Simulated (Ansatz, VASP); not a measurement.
**BeZn2TeS2: VASP beside Ansatz**

```xyz
6
Lattice="3.7084 0.0000 0.0000 -1.8542 3.2116 0.0000 0.0000 0.0000 12.8970" Properties=species:S:1:pos:R:3 pbc="T T T"
Be    0.0000    2.1410    6.4485
Zn    0.0000    0.0000    5.1991
Zn    0.0000    0.0000    7.6980
Te    0.0000    2.1410    0.0000
S     0.0000    2.1410    8.5932
S     0.0000    2.1410    4.3039
```

Alike in both runs: task relaxation of cell and atoms; functional PBE; k mesh 12 × 12 × 4; occupations gaussian, width 0.1 eV; no spin polarisation.

```csv
,VASP,Ansatz
version,VASP 6.6.1,Ansatz 0.2.0
potentials or method,"VASP PAW PBE potentials, release 64 (Be, Zn, Te, S), cutoff 600 eV","scalar-relativistic, plane waves, PAW"
valence electrons in the cell,44,54
```

|  | VASP | Ansatz | Ansatz less VASP |
| --- | --- | --- | --- |
| gap on the k mesh at the Fermi level, each at its own relaxed structure (eV) | none | none | - |
| relaxed volume (Å³/atom) | 25.65 | 25.60 | -0.046 |
| relaxed cell length with the largest relative difference (Å) | 3.711 | 3.708 | -0.0022 |

A gap of «none» marks a metal or a gap that the smearing closes. VASP's potentials hold 44 valence electrons a cell and Ansatz's 54, so a difference there can come from the potentials and not from the codes.

Neither program's run includes spin-orbit coupling.
